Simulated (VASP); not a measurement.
# Si3Ge (R-3m) in VASP: single point with PBE

Aim: the single point of Si3Ge with PBE.

Program: VASP 6.6.1. These are calculated values, not measurements. Logs are shortened: lines on timing, memory, paths and dates and some standing lists are left out, and cuts for length are marked.

### Step 1. The cell of the first run

Symmetry: R-3m, No. 166, trigonal system. The conventional cell has a = 7.826 Å, b = 7.826 Å, c = 9.581 Å, α = 90.00°, β = 90.00°, γ = 120.00°. Si (site symmetry m) has 3 Si at 2.38 Å and 1 Ge at 2.41 Å within 3.1 Å. Ge (site symmetry 3m) has 3 Si at 2.41 Å and 1 Ge at 2.46 Å within 3.2 Å.

### Step 2. Single point, PBE

File INCAR:

```
SYSTEM = Si3Ge
ALGO = Normal
EDIFF = 1E-7
ENCUT = 520
GGA = PE
ISIF = 2
ISMEAR = 0
LASPH = .True.
LCHARG = .False.
LREAL = .False.
LWAVE = .False.
NBANDS = 36
NELM = 60
PREC = Accurate
SIGMA = 0.02
```

File KPOINTS:

```
k-points
0
Gamma
  6 6 6
  0 0 0
```

File POSCAR:

```
Si3Ge
1.0
    3.9131181848      2.2592398374      3.1936379995
   -3.9131181848      2.2592398374      3.1936379995
    0.0000000000     -4.5184796747      3.1936379995
Si Ge
6 2
Direct
    0.6220422044      0.1279984472      0.6220422044
    0.3779577956      0.3779577956      0.8720015528
    0.8720015528      0.3779577956      0.3779577956
    0.3779577956      0.8720015528      0.3779577956
    0.1279984472      0.6220422044      0.6220422044
    0.6220422044      0.6220422044      0.1279984472
    0.8718718132      0.8718718132      0.8718718132
    0.1281281868      0.1281281868      0.1281281868
```

Potentials or basis: VASP PAW PBE potentials, release 64 (Si, Ge_d).

On the command line:

```bash
cat potpaw_PBE.64/Si/POTCAR potpaw_PBE.64/Ge_d/POTCAR > POTCAR
mpirun -np 1 vasp_std > vasp.out
```

OUTCAR:

```text
SYSTEM = Si3Ge
   EDIFF = 1E-7
   ENCUT = 520
   GGA = PE
   ISIF = 2
   ISMEAR = 0
   LASPH = .True.
   LREAL = .False.
   NELM = 60
   PREC = Accurate

 ion  position               nearest neighbor table
   1  0.622  0.128  0.622-   2 2.38   3 2.38   4 2.38   7 2.41
   2  0.378  0.378  0.872-   1 2.38   5 2.38   6 2.38   8 2.41
   3  0.872  0.378  0.378-   6 2.38   1 2.38   5 2.38   8 2.41
   4  0.378  0.872  0.378-   6 2.38   5 2.38   1 2.38   8 2.41
   5  0.128  0.622  0.622-   2 2.38   4 2.38   3 2.38   7 2.41
   6  0.622  0.622  0.128-   3 2.38   4 2.38   2 2.38   7 2.41
   7  0.872  0.872  0.872-   1 2.41   5 2.41   6 2.41   8 2.46
   8  0.128  0.128  0.128-   3 2.41   4 2.41   2 2.41   7 2.46

  LATTYP: Found a trigonal (rhomboedric) cell.
 ALAT       =     5.5331710838
 COS(alpha) =    -0.0002941475

  Lattice vectors:

 A1 = (   3.9131181848,   2.2592398374,   3.1936379995)
 A2 = (  -3.9131181848,   2.2592398374,   3.1936379995)
 A3 = (   0.0000000000,  -4.5184796747,   3.1936379995)

Analysis of symmetry for initial positions (statically):
=====================================================================
 Subroutine PRICEL returns:
 Original cell was already a primitive cell.

 Routine SETGRP: Setting up the symmetry group for a
 trigonal (rhombohedral) supercell.

 Subroutine GETGRP returns: Found 12 space group operations
 (whereof 12 operations were pure point group operations)
 out of a pool of 12 trial point group operations.

The static configuration has the point symmetry D_3d.

Analysis of symmetry for dynamics (positions and initial velocities):
=====================================================================
 Subroutine PRICEL returns:
 Original cell was already a primitive cell.

 Routine SETGRP: Setting up the symmetry group for a
 trigonal (rhombohedral) supercell.

 Subroutine GETGRP returns: Found 12 space group operations
 (whereof 12 operations were pure point group operations)
 out of a pool of 12 trial point group operations.

The dynamic configuration has the point symmetry D_3d.

 Subroutine INISYM returns: Found 12 space group operations
 (whereof 12 operations are pure point group operations),
 and found     1 'primitive' translations

----------------------------------------------------------------------------------------

                                     Primitive cell

  volume of cell :     169.4034

  direct lattice vectors                    reciprocal lattice vectors
     3.913118185  2.259239837  3.193637999     0.127775338  0.073771126  0.104374176
    -3.913118185  2.259239837  3.193637999    -0.127775338  0.073771126  0.104374176
     0.000000000 -4.518479675  3.193637999     0.000000000 -0.147542252  0.104374176

  length of vectors
     5.533171084  5.533171084  5.533171084     0.180728207  0.180728207  0.180728207

  position of ions in fractional coordinates (direct lattice)
     0.622042204  0.127998447  0.622042204
     0.377957796  0.377957796  0.872001553
     0.872001553  0.377957796  0.377957796
     0.377957796  0.872001553  0.377957796
     0.127998447  0.622042204  0.622042204
     0.622042204  0.622042204  0.127998447
     0.871871813  0.871871813  0.871871813
     0.128128187  0.128128187  0.128128187

  ion indices of the primitive-cell ions
   primitive index   ion index
                 1           1
                 2           2
                 3           3
                 4           4
                 5           5
                 6           6
                 7           7
                 8           8

----------------------------------------------------------------------------------------

 KPOINTS: k-points

Automatic generation of k-mesh.
 Grid dimensions read from file:
 generate k-points for:    6    6    6

 Generating k-lattice:

  Cartesian coordinates                     Fractional coordinates (reciprocal lattice)
     0.021295890  0.012295188  0.017395696     0.166666667  0.000000000  0.000000000
    -0.021295890  0.012295188  0.017395696     0.000000000  0.166666667  0.000000000
     0.000000000 -0.024590375  0.017395696    -0.000000000 -0.000000000  0.166666667

  Length of vectors
     0.030121368  0.030121368  0.030121368

  Shift w.r.t. Gamma in fractional coordinates (k-lattice)
     0.000000000  0.000000000  0.000000000

 Subroutine IBZKPT returns following result:
 ===========================================

 Found     32 irreducible k-points:

 Following reciprocal coordinates:
            Coordinates               Weight
  0.000000  0.000000  0.000000      1.000000
  0.166667  0.000000 -0.000000      6.000000
  0.333333 -0.000000 -0.000000      6.000000
  0.500000 -0.000000 -0.000000      3.000000
  0.166667  0.166667 -0.000000      6.000000
  0.333333  0.166667 -0.000000     12.000000
[... 16 lines left out ...]
  0.500000  0.500000  0.166667      6.000000
 -0.333333  0.500000  0.166667     12.000000
 [... further k-points ...]
   k-points           NKPTS =     32   k-points in BZ     NKDIM =     32   number of bands    NBANDS=     36
   number of dos      NEDOS =    301   number of ions     NIONS =      8
   total plane-waves  NPLWV =  74088
   dimension x,y,z NGX =    42 NGY =   42 NGZ =   42
   dimension x,y,z NGXF=    84 NGYF=   84 NGZF=   84
   ions per type =               6   2
   NGX,Y,Z   is equivalent  to a cutoff of  12.62, 12.62, 12.62 a.u.
   NGXF,Y,Z  is equivalent  to a cutoff of  25.24, 25.24, 25.24 a.u.
 SYSTEM =  Si3Ge
   PREC   = accura    normal or accurate (medium, high low for compatibility)
   ISTART =      0    job   : 0-new  1-cont  2-samecut
   ICHARG =      2    charge: 1-file 2-atom 10-const
   ISPIN  =      1    spin polarized calculation?
   LNONCOLLINEAR =      F non collinear calculations
   LSORBIT =      F    spin-orbit coupling
   LASPH  =      T    aspherical Exc in radial PAW
   ENCUT  =  520.0 eV  38.22 Ry    6.18 a.u.  10.29 10.29 10.29*2*pi/ulx,y,z
   NELM   =     60;   NELMIN=  2; NELMDL= -5     # of ELM steps
   EDIFF  = 0.1E-06   stopping-criterion for ELM
   LREAL  =      F    real-space projection
   EDIFFG = 0.1E-05   stopping-criterion for IOM
   NSW    =      0    number of steps for IOM
   IBRION =     -1    ionic relax: 0-MD 1-quasi-New 2-CG
   NFREE  =      0    steps in history (QN), initial steepest desc. (CG)
   ISIF   =      2    stress and relaxation
   ISYM   =      2    0-nonsym 1-usesym 2-fastsym
   POTIM  = 0.5000    time-step for ionic-motion
   TEBEG  =    0.0;   TEEND  =   0.0 temperature during run
   PSTRESS=    0.0 pullay stress
   NELECT =      52.0000    total number of electrons
   NUPDOWN=      -1.0000    fix difference up-down
   EMIN   =  10.00;   EMAX   =-10.00  energy-range for DOS
   EFERMI =   0.00;   METHOD = LEGACY
   ISMEAR =     0;   SIGMA  =   0.02  broadening in eV -4-tet -1-fermi 0-gaus
   EFERMI_NEDOS =   21; number of points for ismear=-14 and -15
   IALGO  =     38    algorithm
   IMIX   =      4    mixing-type and parameters
     AMIX     =   0.40;   BMIX     =  1.00
     AMIX_MAG =   1.60;   BMIX_MAG =  1.00
  volume/ion in A,a.u.               =      21.18       142.90
  Fermi-wavevector in a.u.,A,eV,Ry     =   1.104338  2.086895 16.593143  1.219562
  Thomas-Fermi vector in A             =   2.240809
   LORBIT       =      0    0 simple, 1 ext, 2 COOP (PROOUT), +10 PAW based schemes
   GGA     = PE    functional components
   LHFCALC =     F    Hartree Fock is set to
   AEXX    =    0.0000 exact exchange contribution
   IVDW    =     0    specifies the selected vdW correction
   LEPSILON=     F    determine dielectric tensor
   LRPA    =     F    only Hartree local field effects (RPA)
 non-spin polarized calculation
 Gauss-broadening in eV      SIGMA  =   0.02
  energy-cutoff  :      520.00
  volume of cell :      169.40
 maximum number of plane-waves:      4632
 NGX is ok and might be reduce to    42
   NGX = 21   NGY = 21   NGZ = 21

 number of electron      52.0000001 magnetization

 Free energy of the ion-electron system (eV)
  ---------------------------------------------------
  ext. energy  EPLUGINS =         0.00000000
  ---------------------------------------------------
  free energy    TOTEN  =       -41.48495607 eV

  energy without entropy =      -41.48495607  energy(sigma->0) =      -41.48495607

 E-fermi :   5.5224     XC(G=0):  -9.4558

 val. band max:        5.3495112867   @ k =   0.0000   0.0000   0.0000
 cond. band min:       5.7905129726   @ k =   0.0000   0.0000   0.0000
 fundamental gap:      0.4410016860
 Fermi energy:         5.5224432635

 k-point     1 :       0.0000    0.0000    0.0000
  band No.  band energies     occupation
      1     -18.9745      2.00000
      2     -18.8899      2.00000
      3     -18.8899      2.00000
      4     -18.8500      2.00000
      5     -18.8500      2.00000
      6     -18.8344      2.00000
[... 28 lines left out ...]
     35       7.9288      0.00000
     36       7.9288      0.00000

 k-point     2 :       0.1667    0.0000   -0.0000
  band No.  band energies     occupation
      1     -18.9745      2.00000
      2     -18.8899      2.00000
      3     -18.8899      2.00000
      4     -18.8501      2.00000
      5     -18.8499      2.00000
      6     -18.8345      2.00000
[... 28 lines left out ...]
     35       8.4983      0.00000
     36       8.5029      0.00000

 k-point     3 :       0.3333   -0.0000   -0.0000
  band No.  band energies     occupation
      1     -18.9744      2.00000
      2     -18.8900      2.00000
      3     -18.8898      2.00000
      4     -18.8503      2.00000
      5     -18.8498      2.00000
      6     -18.8347      2.00000
[... 28 lines left out ...]
     35       9.6911      0.00000
     36       9.6920      0.00000
[... 742 lines left out ...]
 k-point    23 :       0.5000    0.5000    0.1667
  band No.  band energies     occupation
      1     -18.9742      2.00000
      2     -18.8898      2.00000
      3     -18.8897      2.00000
      4     -18.8504      2.00000
      5     -18.8499      2.00000
      6     -18.8348      2.00000
[... 28 lines left out ...]
     35       9.5200      0.00000
     36       9.6475      0.00000

 k-point    24 :      -0.3333    0.5000    0.1667
  band No.  band energies     occupation
      1     -18.9743      2.00000
      2     -18.8898      2.00000
      3     -18.8897      2.00000
      4     -18.8504      2.00000
      5     -18.8499      2.00000
      6     -18.8347      2.00000
[... 28 lines left out ...]
     35       9.9480      0.00000
     36      10.0341      0.00000

 [... further k-points ...]

------------------------ aborting loop because EDIFF is reached ----------------------------------------

  FORCE on cell =-STRESS in cart. coord.  units (eV):
  Direction    XX          YY          ZZ          XY          YZ          ZX
  --------------------------------------------------------------------------------------
  -------------------------------------------------------------------------------------
  Total       -0.0830947     -0.0830947     -0.0875622      0.0000000     -0.0000000      0.0000000
  in kB       -0.7858894     -0.7858894     -0.8281427      0.0000000     -0.0000000      0.0000000
  external PRESSURE =      -0.7999739 kB  Pullay stress =       0.0000000 kB

 VOLUME and BASIS-vectors are now :
 -----------------------------------------------------------------------------
  energy-cutoff  :      520.00
  volume of cell :      169.40
      direct lattice vectors                 reciprocal lattice vectors
     3.913118185  2.259239837  3.193637999     0.127775338  0.073771126  0.104374176
    -3.913118185  2.259239837  3.193637999    -0.127775338  0.073771126  0.104374176
     0.000000000 -4.518479675  3.193637999     0.000000000 -0.147542252  0.104374176

 POSITION                                       TOTAL-FORCE (eV/Angst)
 -----------------------------------------------------------------------------------
      1.93325     -1.11616      4.38194         0.000623     -0.000360      0.001731
      0.00000     -2.23233      5.19898         0.000000     -0.000720     -0.001731
      1.93325      1.11616      5.19898         0.000623      0.000360     -0.001731
     -1.93325      1.11616      5.19898        -0.000623      0.000360     -0.001731
     -1.93325     -1.11616      4.38194        -0.000623     -0.000360      0.001731
      0.00000      2.23233      4.38194         0.000000      0.000720      0.001731
      0.00000      0.00000      8.35333         0.000000     -0.000000     -0.009351
      0.00000      0.00000      1.22759         0.000000      0.000000      0.009351
 -----------------------------------------------------------------------------------
    total drift:                               -0.000000      0.000000     -0.000000

  FREE ENERGIE OF THE ION-ELECTRON SYSTEM (eV)
  ---------------------------------------------------
  free  energy   TOTEN  =       -41.4849560668 eV

  energy  without entropy=      -41.4849560668  energy(sigma->0) =      -41.48495607
```

Wall time 90 s (1 thread of Intel Xeon 6975P-C (Granite Rapids), shared host); peak memory 0.34 GiB.

What came out:

- Free energy: -41.4850 eV
- Pressure: -0.1 GPa
- Largest force: 0.009 eV/Å
- Band gap on the k mesh: 0.44 eV

Forces on the atoms (eV/Å):
```
Si   0.001  0.000  0.002
Si   0.000 -0.001 -0.002
Si   0.001  0.000 -0.002
Si  -0.001  0.000 -0.002
Si  -0.001  0.000  0.002
Si   0.000  0.001  0.002
Ge   0.000  0.000 -0.009
Ge   0.000  0.000  0.009
```

Levels at points of the mesh, in eV from the valence-band top:
```csv
k point,band 23,band 24,band 25,band 26,band 27,band 28,band 29,band 30
"(0.00, 0.00, 0.00)",-2.78,-0.01,-0.01,0.00,0.44,0.50,0.91,0.91
"(0.50, 0.00, 0.00)",-2.01,-1.90,-1.84,-1.72,0.99,1.25,3.03,3.06
"(0.50, 0.50, 0.00)",-1.54,-1.34,-1.30,-1.18,2.16,2.24,2.34,2.61
"(0.50, 0.50, 0.50)",-1.23,-1.11,-1.11,-0.93,0.68,1.12,1.33,1.33
```

Caveat: semilocal functionals underestimate gaps, and a narrow one can read as zero.
